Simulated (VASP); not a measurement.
# AlN in VASP: settings compared, part 2 of 2

VASP 6.6.1. The steps go on from the part before.

## 4. Single point, PBE (uniaxial z strain +1.5%)

INCAR reads:

```
PREC     = Accurate       # precision mode
ENCUT    = 520            # plane-wave cutoff, eV
EDIFF    = 1E-6           # SCF threshold, eV
ISMEAR   = -1             # smearing method
SIGMA    = 0.02           # smearing width, eV
LREAL    = F              # projectors in reciprocal space
LASPH    = T              # aspherical terms in the spheres
NELM     = 100            # most SCF steps
ALGO     = Normal         # electronic algorithm
ISIF     = 2              # what is computed and relaxed
LWAVE    = F              # write WAVECAR
LCHARG   = F              # write CHGCAR
GGA      = PE             # functional
NBANDS   = 11             # bands
```

KPOINTS reads:

```
Automatic mesh
0
Gamma
  10 10 10
```

POSCAR reads:

```
AlN
1.0
    0.0000000000      2.1848764128      2.2176495589
    2.1848764128      0.0000000000      2.2176495589
    2.1848764128      2.1848764128      0.0000000000
Al N
1 1
Direct
    0.0000000000      0.0000000000      0.0000000000
    0.2500000000      0.2500000000      0.2500000000
```

On the command line:

```console
> cat potpaw_PBE.64/Al/POTCAR potpaw_PBE.64/N/POTCAR > POTCAR
> mpirun -np 1 vasp_std > vasp.out
```

Wall time 12 s (1 thread of Intel Xeon 6975P-C, shared host); peak memory 0.15 GiB.

Results (log left out):

- Free energy: -14.8455 eV
- Pressure: 1.3 GPa
- Band gap on the k mesh: 3.27 eV, indirect (least direct gap 4.03 eV)

Stress tensor (GPa, compression positive):
```
 1.95  0.00  0.00
 0.00  1.95  0.00
 0.00  0.00 -0.12
```

Levels at points of the mesh, in eV from the valence-band top:
```
           k point  band 1  band 2  band 3  band 4  band 5  band 6  band 7  band 8
(0.00, 0.00, 0.00)  -14.91   -0.06    0.00    0.00    4.03   12.38   12.38   12.39
(0.50, 0.00, 0.00)  -12.91   -5.81   -0.56   -0.44    7.20    9.73   10.90   11.16
(0.50, 0.50, 0.00)  -12.33   -4.97   -1.70   -1.70    3.33    8.65   13.54   15.59
(0.50, 0.00, 0.50)  -12.27   -4.83   -1.82   -1.82    3.27    8.42   13.80   15.25
```

Caveat: the cell differs from its parent crystal (uniaxial z strain +1.5%).

## 5. Single point, PBE (uniaxial x strain +2.5%)

INCAR reads:

```
PREC = Accurate
ENCUT = 520
EDIFF = 1E-6
ISMEAR = -1
SIGMA = 0.02
LREAL = F
LASPH = T
NELM = 80
ALGO = Normal
ISIF = 2
LWAVE = F
LCHARG = F
GGA = PE
NBANDS = 11
```

KPOINTS reads:

```
regular mesh
0
Gamma
  10 10 10
```

POSCAR reads:

```
AlN
1.0
    0.0000000000      2.1848764128      2.1848764128
    2.2394983231      0.0000000000      2.1848764128
    2.2394983231      2.1848764128      0.0000000000
Al N
1 1
Direct
    0.0000000000      0.0000000000      0.0000000000
    0.2500000000      0.2500000000      0.2500000000
```

Potentials or basis: VASP PAW PBE potentials, release 64 (Al, N).

On the command line:

```console
> cat potpaw_PBE.64/Al/POTCAR potpaw_PBE.64/N/POTCAR > POTCAR
> mpirun -np 1 vasp_std > vasp.out
```

OUTCAR:

```text
PREC = Accurate
   ENCUT = 520
   EDIFF = 1E-6
   ISMEAR = -1
   LREAL = F
   LASPH = T
   NELM = 80
   ISIF = 2
   GGA = PE

 ion  position               nearest neighbor table
   1  0.000  0.000  0.000-   2 1.91   2 1.91   2 1.91   2 1.91
   2  0.250  0.250  0.250-   1 1.91   1 1.91   1 1.91   1 1.91

  LATTYP: Found a body centered tetragonal cell.
 ALAT       =     3.0898818551
 C/A-ratio  =     1.4495689014

  Lattice vectors:

 A1 = (   2.2394983231,   0.0000000000,   2.1848764128)
 A2 = (   2.2394983231,   0.0000000000,  -2.1848764128)
 A3 = (  -2.2394983231,   2.1848764128,   0.0000000000)

Analysis of symmetry for initial positions (statically):
=====================================================================
 Subroutine PRICEL returns:
 Original cell was already a primitive cell.

 Routine SETGRP: Setting up the symmetry group for a
 body centered tetragonal supercell.

 Subroutine GETGRP returns: Found  8 space group operations
 (whereof  8 operations were pure point group operations)
 out of a pool of 16 trial point group operations.

The static configuration has the point symmetry D_2d.

Analysis of symmetry for dynamics (positions and initial velocities):
=====================================================================
 Subroutine PRICEL returns:
 Original cell was already a primitive cell.

 Routine SETGRP: Setting up the symmetry group for a
 body centered tetragonal supercell.

 Subroutine GETGRP returns: Found  8 space group operations
 (whereof  8 operations were pure point group operations)
 out of a pool of 16 trial point group operations.

The dynamic configuration has the point symmetry D_2d.

 Subroutine INISYM returns: Found  8 space group operations
 (whereof  8 operations are pure point group operations),
 and found     1 'primitive' translations

----------------------------------------------------------------------------------------

                                     Primitive cell
[... 112 lines left out ...]
  volume/ion in A,a.u.               =      10.69        72.14
  Fermi-wavevector in a.u.,A,eV,Ry     =   1.179669  2.229250 18.934110  1.391618
  Thomas-Fermi vector in A             =   2.315975
   LORBIT       =      0    0 simple, 1 ext, 2 COOP (PROOUT), +10 PAW based schemes
   GGA     = PE    functional components
   LHFCALC =     F    Hartree Fock is set to
   AEXX    =    0.0000 exact exchange contribution
   IVDW    =     0    specifies the selected vdW correction
   LEPSILON=     F    determine dielectric tensor
   LRPA    =     F    only Hartree local field effects (RPA)
 non-spin polarized calculation
  energy-cutoff  :      520.00
  volume of cell :       21.38
 maximum number of plane-waves:       596
   NGX = 11   NGY = 11   NGZ = 11

 number of electron       8.0000001 magnetization

 Free energy of the ion-electron system (eV)
  ---------------------------------------------------
  ext. energy  EPLUGINS =         0.00000000
  ---------------------------------------------------
  free energy    TOTEN  =       -14.84351838 eV

  energy without entropy =      -14.84351838  energy(sigma->0) =      -14.84351838

 E-fermi :   6.2137     XC(G=0): -10.8217

 val. band max:        5.7666686700   @ k =   0.0000   0.0000   0.0000
 cond. band min:       8.9999633948   @ k =   0.5000   0.5000   0.0000
 fundamental gap:      3.2332947248
 Fermi energy:         6.2136776729

 k-point     1 :       0.0000    0.0000    0.0000
  band No.  band energies     occupation
      1      -9.1026      2.00000
      2       5.6590      2.00000
      3       5.7667      2.00000
      4       5.7667      2.00000
      5       9.6952      0.00000
      6      18.0279      0.00000
      7      18.0279      0.00000
      8      18.0547      0.00000
      9      22.7796      0.00000
     10      23.6074      0.00000
     11      23.9829      0.00000
[... 309 lines left out ...]
 k-point    24 :       0.4000    0.3000    0.0000
  band No.  band energies     occupation
      1      -7.1395      2.00000
      2       1.6727      2.00000
      3       4.0230      2.00000
      4       4.2929      2.00000
      5      10.5862      0.00000
      6      14.9730      0.00000
      7      17.7954      0.00000
      8      19.8325      0.00000
      9      20.6159      0.00000
     10      26.5947      0.00000
     11      28.8674      0.00000

 [... further k-points ...]
[... 5 lines left out ...]
  --------------------------------------------------------------------------------------
  -------------------------------------------------------------------------------------
  Total       -0.4079282      0.0674284      0.0674284      0.0000000      0.0000000      0.0000000
  in kB      -30.5674899      5.0526479      5.0526479      0.0000000      0.0000000      0.0000000
  external PRESSURE =      -6.8207314 kB  Pullay stress =       0.0000000 kB

 VOLUME and BASIS-vectors are now :
 -----------------------------------------------------------------------------
  energy-cutoff  :      520.00
  volume of cell :       21.38
      direct lattice vectors                 reciprocal lattice vectors
     0.000000000  2.184876413  2.184876413    -0.223264289  0.228845896  0.228845896
     2.239498323  0.000000000  2.184876413     0.223264289 -0.228845896  0.228845896
     2.239498323  2.184876413  0.000000000     0.223264289  0.228845896 -0.228845896

 POSITION                                       TOTAL-FORCE (eV/Angst)
 -----------------------------------------------------------------------------------
      0.00000      0.00000      0.00000        -0.000000      0.000000      0.000000
      1.11975      1.09244      1.09244         0.000000     -0.000000     -0.000000
 -----------------------------------------------------------------------------------
    total drift:                               -0.000000      0.000000      0.000000

  FREE ENERGIE OF THE ION-ELECTRON SYSTEM (eV)
  ---------------------------------------------------
  free  energy   TOTEN  =       -14.8435183758 eV

  energy  without entropy=      -14.8435183758  energy(sigma->0) =      -14.84351838
```

OSZICAR:

```text
N       E                     dE             d eps       ncg     rms          rms(c)
DAV:   1     0.117009855511E+02    0.11701E+02   -0.38168E+03  2268   0.603E+02
DAV:   2    -0.162218357122E+02   -0.27923E+02   -0.26890E+02  2746   0.136E+02
DAV:   3    -0.171699853864E+02   -0.94815E+00   -0.94696E+00  2753   0.242E+01
DAV:   4    -0.171750537108E+02   -0.50683E-02   -0.50680E-02  2568   0.195E+00
DAV:   5    -0.171751167110E+02   -0.63000E-04   -0.63000E-04  2736   0.210E-01    0.850E+00
DAV:   6    -0.148517658335E+02    0.23234E+01   -0.11934E+01  2642   0.172E+01    0.280E+00
DAV:   7    -0.148500940292E+02    0.16718E-02   -0.16110E-01  2490   0.319E+00    0.203E+00
DAV:   8    -0.148450135752E+02    0.50805E-02   -0.29791E-02  2466   0.162E+00    0.596E-01
DAV:   9    -0.148434631133E+02    0.15505E-02   -0.44291E-03  2736   0.394E-01    0.235E-01
DAV:  10    -0.148435075012E+02   -0.44388E-04   -0.46083E-04  2454   0.138E-01    0.170E-02
DAV:  11    -0.148435185704E+02   -0.11069E-04   -0.11796E-05  2661   0.257E-02    0.171E-02
DAV:  12    -0.148435183758E+02    0.19467E-06   -0.64770E-07  1572   0.594E-03
   1 F= -.14843518E+02 E0= -.14843518E+02  d E =-.121508E-11
```

stdout:

```text
POSCAR found type information on POSCAR AlN
 POSCAR found :  2 types and       2 ions
 scaLAPACK will be used
 LDA part: xc-table for (Slater+PW92), standard interpolation
 POSCAR, INCAR and KPOINTS ok, starting setup
 FFT: planning ... GRIDC
 FFT: planning ... GRID_SOFT
 FFT: planning ... GRID
 WAVECAR not read
 entering main loop
```

It took 14 s on 1 thread of Intel Xeon 6975P-C, shared host; peak memory 0.15 GiB.

What came out:

```yaml
Free_energy: -14.8435 eV
Pressure: -0.7 GPa
Band_gap_on_the_k_mesh: 3.23 eV, indirect (least direct gap 3.93 eV)
```

Stress tensor (GPa, compression positive):
```
-3.06  0.00  0.00
 0.00  0.51  0.00
 0.00  0.00  0.51
```

Caveat: the cell differs from its parent crystal (uniaxial x strain +2.5%). A k mesh can miss the band edges.

## 6. Single point, HSE06

This run uses another cell than the first one, of 10.43 Å³/atom, 1.096 times its volume.

POSCAR reads:

```
AlN
1.0
    0.0000000000      2.1848764128      2.1848764128
    2.1848764128      0.0000000000      2.1848764128
    2.1848764128      2.1848764128      0.0000000000
Al N
1 1
Direct
    0.0000000000      0.0000000000      0.0000000000
    0.2500000000      0.2500000000      0.2500000000
```

INCAR.step1 reads:

```
SYSTEM = AlN
PREC = Accurate
ENCUT = 520
EDIFF = 1E-5
ISMEAR = 0
SIGMA = 0.01
LREAL = .False.
LASPH = .True.
NELM = 100
ALGO = Normal
ISIF = 2
LWAVE = .True.
LCHARG = .False.
NBANDS = 11
GGA = PE
```

INCAR.step2 reads:

```
SYSTEM = AlN
PREC = Accurate
ENCUT = 520
EDIFF = 1E-6
ISMEAR = 0
SIGMA = 0.01
LREAL = .False.
LASPH = .True.
NELM = 100
ALGO = Normal
ISIF = 2
LWAVE = .False.
LCHARG = .False.
GGA = PE
LHFCALC = .True.
HFSCREEN = 0.2079
PRECFOCK = Normal
NBANDS = 11
ISTART = 1
```

KPOINTS reads:

```
Automatic mesh
0
Gamma
  8 8 8
  0 0 0
```

Potentials or basis: VASP PAW PBE potentials, release 64 (Al, N).

On the command line:

```console
> cat potpaw_PBE.64/Al/POTCAR potpaw_PBE.64/N/POTCAR > POTCAR
> cp INCAR.step1 INCAR
> mpirun -np 1 vasp_std > vasp.out
> cp INCAR.step2 INCAR
> mpirun -np 1 vasp_std > vasp.out
```

OUTCAR:

```text
SYSTEM = AlN
   PREC = Accurate
   ENCUT = 520
   EDIFF = 1E-6
   ISMEAR = 0
   LREAL = .False.
   LASPH = .True.
   NELM = 100
   ISIF = 2
   GGA = PE
   LHFCALC = .True.
   HFSCREEN = 0.2079
   PRECFOCK = Normal
   ISTART = 1

 ion  position               nearest neighbor table
   1  0.000  0.000  0.000-   2 1.89   2 1.89   2 1.89   2 1.89
   2  0.250  0.250  0.250-   1 1.89   1 1.89   1 1.89   1 1.89

  LATTYP: Found a face centered cubic cell.
 ALAT       =     4.3697528256

  Lattice vectors:

 A1 = (   0.0000000000,   2.1848764128,   2.1848764128)
 A2 = (   2.1848764128,   0.0000000000,   2.1848764128)
 A3 = (   2.1848764128,   2.1848764128,   0.0000000000)

Analysis of symmetry for initial positions (statically):
=====================================================================
 Subroutine PRICEL returns:
 Original cell was already a primitive cell.

 Routine SETGRP: Setting up the symmetry group for a
 face centered cubic supercell.

 Subroutine GETGRP returns: Found 24 space group operations
 (whereof 24 operations were pure point group operations)
[... 181 lines left out ...]
      1     -11.4359      2.00000
      2       5.0340      2.00000
      3       5.0340      2.00000
      4       5.0340      2.00000
      5      10.5722      0.00000
      6      19.2612      0.00000
      7      19.2612      0.00000
      8      19.2612      0.00000
      9      24.6194      0.00000
     10      24.6194      0.00000
     11      26.0105      0.00000
[... 309 lines left out ...]
 k-point    24 :      -0.3750    0.2500    0.1250
  band No.  band energies     occupation
      1      -8.9142      2.00000
      2      -0.5305      2.00000
      3       2.6211      2.00000
      4       3.8173      2.00000
      5      13.6157      0.00000
      6      15.8689      0.00000
      7      19.0473      0.00000
      8      19.5096      0.00000
      9      24.1405      0.00000
     10      25.7836      0.00000
     11      29.0656      0.00000

 [... further k-points ...]

------------------------ aborting loop because EDIFF is reached ----------------------------------------

  FORCE on cell =-STRESS in cart. coord.  units (eV):
  Direction    XX          YY          ZZ          XY          YZ          ZX
  --------------------------------------------------------------------------------------
  -------------------------------------------------------------------------------------
  Total       -0.1049778     -0.1049778     -0.1049778     -0.0000000      0.0000000      0.0000000
  in kB       -8.0630165     -8.0630165     -8.0630165     -0.0000000      0.0000000      0.0000000
  external PRESSURE =      -8.0630165 kB  Pullay stress =       0.0000000 kB

 VOLUME and BASIS-vectors are now :
 -----------------------------------------------------------------------------
  energy-cutoff  :      520.00
  volume of cell :       20.86
      direct lattice vectors                 reciprocal lattice vectors
     0.000000000  2.184876413  2.184876413    -0.228845896  0.228845896  0.228845896
     2.184876413  0.000000000  2.184876413     0.228845896 -0.228845896  0.228845896
     2.184876413  2.184876413  0.000000000     0.228845896  0.228845896 -0.228845896

 POSITION                                       TOTAL-FORCE (eV/Angst)
 -----------------------------------------------------------------------------------
      0.00000      0.00000      0.00000        -0.000000     -0.000000     -0.000000
      1.09244      1.09244      1.09244         0.000000      0.000000      0.000000
 -----------------------------------------------------------------------------------
    total drift:                               -0.000000     -0.000000     -0.000000

  FREE ENERGIE OF THE ION-ELECTRON SYSTEM (eV)
  ---------------------------------------------------
  free  energy   TOTEN  =       -17.3961335742 eV

  energy  without entropy=      -17.3961335742  energy(sigma->0) =      -17.39613357
```

OSZICAR.step1:

```text
N       E                     dE             d eps       ncg     rms          rms(c)
DAV:   1     0.118820752163E+02    0.11882E+02   -0.38022E+03   646   0.604E+02
DAV:   2    -0.162132079597E+02   -0.28095E+02   -0.27301E+02   769   0.137E+02
DAV:   3    -0.172137550658E+02   -0.10005E+01   -0.99902E+00   794   0.249E+01
DAV:   4    -0.172192649936E+02   -0.55099E-02   -0.55095E-02   710   0.203E+00
DAV:   5    -0.172193332744E+02   -0.68281E-04   -0.68280E-04   795   0.215E-01    0.862E+00
DAV:   6    -0.148512744808E+02    0.23681E+01   -0.11870E+01   753   0.173E+01    0.283E+00
DAV:   7    -0.148475096923E+02    0.37648E-02   -0.16784E-01   704   0.322E+00    0.206E+00
DAV:   8    -0.148423590647E+02    0.51506E-02   -0.27656E-02   698   0.158E+00    0.577E-01
DAV:   9    -0.148409869154E+02    0.13721E-02   -0.38850E-03   767   0.370E-01    0.232E-01
DAV:  10    -0.148410336375E+02   -0.46722E-04   -0.40216E-04   692   0.129E-01    0.199E-02
DAV:  11    -0.148410457836E+02   -0.12146E-04   -0.11916E-05   719   0.258E-02    0.160E-02
DAV:  12    -0.148410456743E+02    0.10935E-06   -0.39471E-07   364   0.485E-03
   1 F= -.14841046E+02 E0= -.14841046E+02  d E =-.124354E-23
```

Wall time 25 min (1 thread of AMD EPYC 7R43 (Zen 3), shared host); peak memory 0.22 GiB.

What came out:

```
Free energy            : -17.3961 eV
Pressure               : -0.8 GPa
Band gap on the k mesh : 4.55 eV, indirect (least direct gap 5.54 eV)
```

Caveat: the PAW data sets were made with another functional, which shifts forces and pressure a little. A k mesh can miss the band edges.

## 7. Overview

| level | cell | k mesh | smearing | grid for exact exchange (PRECFOCK) | screening parameter | gap on the mesh (eV) | pressure (GPa) |
| --- | --- | --- | --- | --- | --- | --- | --- |
| r2SCAN | a = 2.997 Å, angles 60.0°, 2 atoms | 10 × 10 × 10 | gaussian 0.01 eV | - | - | 4.00 | 22.6 |
| r2SCAN | a = 3.090 Å, angles 60.0°, 2 atoms | 10 × 10 × 10 | gaussian 0.01 eV | - | - | 3.93 | -0.4 |
| PBE | a = 3.113, b = 3.113, c = 3.090 Å, angles 60.2, 60.2, 59.5°, 2 atoms | 10 × 10 × 10 | fermi-dirac 0.02 eV | - | - | 3.27 | 1.3 |
| PBE | a = 3.090, b = 3.129, c = 3.129 Å, angles 59.2, 60.4, 60.4°, 2 atoms | 10 × 10 × 10 | fermi-dirac 0.02 eV | - | - | 3.23 | -0.7 |
| HSE06 | a = 3.090 Å, angles 60.0°, 2 atoms | 8 × 8 × 8 | gaussian 0.01 eV | Normal | 0.2079 1/Å | 4.55 | -0.8 |

Alike in all rows: task single point; potentials or basis VASP PAW PBE potentials, release 64 (Al, N); no spin polarisation; cutoff (eV) 520.

Caveats: the PAW data sets were made with another functional, which shifts forces and pressure a little (some runs).

Absolute energies hang on the potentials; compare differences alone.
